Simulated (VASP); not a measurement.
TaN:

```xyz
2
Lattice="0.0000 2.1738 2.1738 2.1738 0.0000 2.1738 2.1738 2.1738 0.0000" Properties=species:S:1:pos:R:3 pbc="T T T"
Ta    2.1833    2.1738    2.1738
N    -0.1220    0.0000    0.0000
```

This cell differs from its parent crystal: mode 4 frozen in at -0.122 Å and mode 6 at +0.000 Å (largest displacements).

Base run:

- Program: VASP 6.6.1
- Functional: LDA
- Potentials or basis: VASP PAW LDA potentials, release 64 (Ta_sv_GW, N)
- Cutoff: 600 eV
- k mesh: 18 × 18 × 18
- Occupations: gaussian, width 0.15 eV
- Spin: no spin polarisation

Its results: band gap on the k mesh zero (band 9 reaches 15.92 eV, above the bottom of band 10 at 12.16 eV); pressure 4.6 GPa; largest force 1.326 eV/Å.

The run is repeated on the same cell with these changes: potentials or basis from VASP PAW LDA potentials, release 64 (Ta_sv_GW, N) to VASP PAW LDA potentials, release 64 (Ta_pv, N); cutoff from 600 eV to 520 eV; further incar settings from ALGO = Normal; EDIFF = 1e-06; NBANDS = 16 to ALGO = Normal; EDIFF = 1e-06; NBANDS = 15; valence electrons from 18 to 16. What comes out?

Band gap on the k mesh zero (band 8 reaches 11.68 eV, above the bottom of band 9 at 7.93 eV); pressure 5.5 GPa; largest force 1.327 eV/Å.

Caveats: spin-orbit coupling is left out, which moves the levels of the heavy elements; forces of over 1 eV/Å act on the atoms, so gaps and moduli don't describe the material at rest.
